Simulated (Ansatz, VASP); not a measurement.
## In2CuO4: VASP beside Ansatz

```
CELL_PARAMETERS angstrom
-1.97850 1.97850 6.04000
1.97850 -1.97850 6.04000
1.97850 1.97850 -6.04000
ATOMIC_POSITIONS crystal
In 0.35290 0.35290 0.00000
In 0.64710 0.64710 0.00000
Cu 0.00000 0.00000 0.00000
O 0.50000 0.00000 0.50000
O 0.00000 0.50000 0.50000
O 0.75000 0.25000 0.50000
O 0.25000 0.75000 0.50000
```

Alike in both runs: task single point; functional PBE; k mesh 6 × 6 × 6; occupations gaussian, width 0.1 eV; collinear spin.

|  | VASP | Ansatz |
| --- | --- | --- |
| version | VASP 6.6.1 | Ansatz 0.2.0 |
| potentials or method | VASP PAW PBE potentials, release 64 (In_d, Cu, O), cutoff 520 eV | scalar-relativistic, plane waves, PAW |
| valence electrons in the cell | 61 | 69 |

VASP gave:

| Quantity | Value |
| --- | --- |
| gap on the k mesh at the Fermi level (eV) | none |
| pressure (GPa) | -13.9 |
| traceless stress, the component that is largest in VASP (GPa) | -0.72 |
| rms of the force components (eV/Å) | 0.518 |
| net moment per atom (μB) | 0.02 |
| size of the moment on the site where the two differ most (μB) | 0.10 |

Task: Estimate Ansatz's values.

Result: gap on the k mesh at the Fermi level (eV): none; pressure (GPa): -14.2; traceless stress, the component that is largest in VASP (GPa): -0.43; rms of the force components (eV/Å): 0.531; net moment per atom (μB): 0.02; size of the moment on the site where the two differ most (μB): 0.09.

Site moments also hang on the region over which each program counts them. Atom by atom the forces differ by 0.013 eV/Å (rms over components). A gap of «none» marks a metal or a gap that the smearing closes. VASP's potentials hold 61 valence electrons a cell and Ansatz's 69, so a difference there can come from the potentials and not from the codes.

The k mesh is coarse, so the values compare programs but aren't converged.
